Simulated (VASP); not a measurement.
Set up this calculation in VASP 6.6.1, as the native input.

```
Task                   : single point
Functional             : PBE
Dispersion             : D3(BJ)
Potentials or basis    : VASP PAW PBE potentials, release 64 (Sn_d, Se)
Cutoff                 : 520 eV
k mesh                 : 12 × 12 × 6
Occupations            : gaussian, width 0.03 eV
Spin                   : no spin polarisation
Dipole correction      : no
Further INCAR settings : ALGO = Normal; EDIFF = 1e-06; NBANDS = 20
```

The structure of SnSe2 lies in POSCAR:

```
SnSe2
1.0
    3.6470961658      0.0000000000      0.0000000000
   -1.8235480829      3.1584779297      0.0000000000
    0.0000000000      0.0000000000      5.8613403327
Sn Se
1 2
Direct
    0.0000000000      0.0000000000      0.0000000000
    0.3333333333      0.6666666667      0.2651529960
    0.6666666667      0.3333333333      0.7348470040
```

This cell differs from its parent crystal: strain -0.050 along x and y, -0.025 along z.

These files were run (other wordings do the same):

INCAR

```
PREC     = Accurate       # precision mode
ENCUT    = 520            # plane-wave cutoff, eV
EDIFF    = 1E-6           # SCF threshold, eV
ISMEAR   = 0              # smearing method
SIGMA    = 0.03           # smearing width, eV
LREAL    = False          # projectors in reciprocal space
LASPH    = True           # aspherical terms in the spheres
NELM     = 100            # most SCF steps
ALGO     = Normal         # electronic algorithm
ISIF     = 2              # what is computed and relaxed
LWAVE    = False          # write WAVECAR
LCHARG   = False          # write CHGCAR
GGA      = PE             # functional
IVDW     = 12             # dispersion correction
NBANDS   = 20             # bands
```

KPOINTS

```
Automatic mesh
0
Gamma
  12 12 6
```

Potentials or basis: VASP PAW PBE potentials, release 64 (Sn_d, Se).

Run with:

```bash
$ cat potpaw_PBE.64/Sn_d/POTCAR potpaw_PBE.64/Se/POTCAR > POTCAR
$ mpirun -np 1 vasp_std > vasp.out
```

It gave:

```
Pressure                   : 11.7 GPa
Largest force              : 1.098 eV/Å
Band gap on the k mesh     : 0.54 eV (least direct gap 1.40 eV)
Dispersion energy per atom : -0.415 eV
```

Caveat: the cell differs from its parent crystal (strain -0.050 along x and y, -0.025 along z); the cell stands under pressure; spin-orbit coupling is left out, which moves the levels of the heavy elements; forces of over 1 eV/Å act on the atoms, so gaps and moduli don't describe the material at rest.

Wall time 3 min on 1 thread of Intel Xeon 8259CL (shared host), peak memory 0.29 GiB.
